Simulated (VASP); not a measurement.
Wanted: the native input for a VASP 6.6.1 run.

```yaml
Task: electric field gradients
Functional: PBEsol
Potentials_or_basis: VASP PAW PBE potentials, release 64 (K_sv, Cl)
Cutoff: 400 eV
k_mesh: 7 × 7 × 7
Occupations: fermi-dirac, width 0.02 eV
Spin: no spin polarisation
Dipole_correction: no
Further_INCAR_settings: ALGO = Normal; EDIFF = 1e-08; NBANDS = 15
```

The structure of KCl lies in POSCAR:

```
KCl
1.0
    3.6340000000      0.0545100000      0.0545100000
    0.0545100000      3.6340000000      0.0545100000
    0.0545100000      0.0545100000      3.6340000000
K Cl
1 1
Direct
    0.0000000000      0.0000000000      0.0000000000
    0.5000000000      0.5000000000      0.5000000000
```

This cell differs from its parent crystal: equal xy, yz and zx shear strains of +3 %.

One way to write it, as run:

INCAR

```
  PREC = Accurate
  ENCUT = 400
  EDIFF = 1E-8
  ISMEAR = -1
  SIGMA = 0.02
  LREAL = False
  LASPH = True
  NELM = 120
  ALGO = Normal
  ISIF = 2
  LWAVE = False
  LCHARG = False
  GGA = PS
  LEFG = True
  NBANDS = 15
  GGA_COMPAT = False
```

KPOINTS

```
Automatic mesh
0
Gamma
  7 7 7
```

Potentials or basis: VASP PAW PBE potentials, release 64 (K_sv, Cl).

Run with:

```bash
$ cat potpaw_PBE.64/K_sv/POTCAR potpaw_PBE.64/Cl/POTCAR > POTCAR
$ mpirun -np 1 vasp_std > vasp.out
```

Results of the run:

| Item | Value |
| --- | --- |
| Pressure | 2.5 GPa |
| Band gap on the k mesh | 5.40 eV (least direct gap 5.57 eV) |
| Largest electric field gradient by atom | K +6.4; Cl +1.6 V/Å² |

Caveat: the cell differs from its parent crystal (equal xy, yz and zx shear strains of +3 %); without QUAD_EFG the Cq values of the log hold for a quadrupole moment of 1 mb, not for the nuclei; the PAW data sets were made with another functional, which shifts forces and pressure a little.

Run time: 15 s on 1 thread of AMD EPYC 7R13 Processor (Zen 3) (shared host), peak memory 0.12 GiB.
